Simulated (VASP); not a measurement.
Here is a VASP 6.6.1 calculation.

INCAR

```
  ALGO = Normal
  EDIFF = 1E-7
  EDIFFG = -0.01
  ENCUT = 540
  GGA_COMPAT = False
  IBRION = 2
  ISIF = 3
  ISMEAR = -1
  LASPH = True
  LCHARG = False
  LREAL = False
  LWAVE = False
  NELM = 120
  NELMIN = 4
  NSW = 60
  PREC = Accurate
  SIGMA = 0.05
```

File KPOINTS:

```
k-points
0
Gamma
  11 11 11
```

The input POSCAR:

```
Au
1.0
   -1.6572690000      1.6572690000      1.6572690000
    1.6572690000     -1.6572690000      1.6572690000
    1.6572690000      1.6572690000     -1.6572690000
Au
1
Direct
    0.0000000000      0.0000000000      0.0000000000
```

Potentials or basis: VASP PAW LDA potentials, release 64 (Au_sv_GW).

The run is started by

```sh
$ cat potpaw_LDA.64/Au_sv_GW/POTCAR > POTCAR
$ mpirun -np 1 vasp_std > vasp.out
```

(1) What does it give for the space group after relaxing (to 0.1 Å)?

(2) Estimate the relaxed volume.

(3) Predict the relaxed cell.

Results:

(1) Im-3m (No. 229).

(2) 16.71 Å³/atom.

(3) a = 2.789 Å, b = 2.789 Å, c = 2.789 Å, α = 109.47°, β = 109.47°, γ = 109.47°.
